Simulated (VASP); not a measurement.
The system is Se.

```xyz
3
Lattice="4.4518 0.0000 0.0000 -2.2259 3.8554 0.0000 0.0000 0.0000 5.0508" Properties=species:S:1:pos:R:3 pbc="T T T"
Se    1.7242    2.9864    0.0000
Se   -0.5017    0.8690    3.3672
Se    1.0034    0.0000    1.6836
```

Base run:

- Program: VASP 6.6.1
- Functional: r2SCAN
- Dispersion: D3(BJ)
- Potentials or basis: VASP PAW PBE potentials, release 64 (Se)
- Cutoff: 520 eV
- k mesh: 7 × 7 × 6
- Occupations: fermi-dirac, width 0.05 eV
- Spin: no spin polarisation

Its results: band gap on the k mesh 1.37 eV, indirect (least direct gap 1.61 eV); pressure -2.6 GPa; largest force 0.490 eV/Å.

Problem. The run is repeated on the same cell with these changes: dispersion from D3(BJ) to none. What comes out?

Solution. Band gap on the k mesh 1.37 eV, indirect (least direct gap 1.61 eV); pressure -1.8 GPa; largest force 0.488 eV/Å.

Dispersion adds attraction, which lowers the pressure at fixed volume and, as a term added to the energy, leaves the levels alone.

Caveats: the PAW data sets were made with another functional, which shifts forces and pressure a little.

A k mesh can miss the band edges.
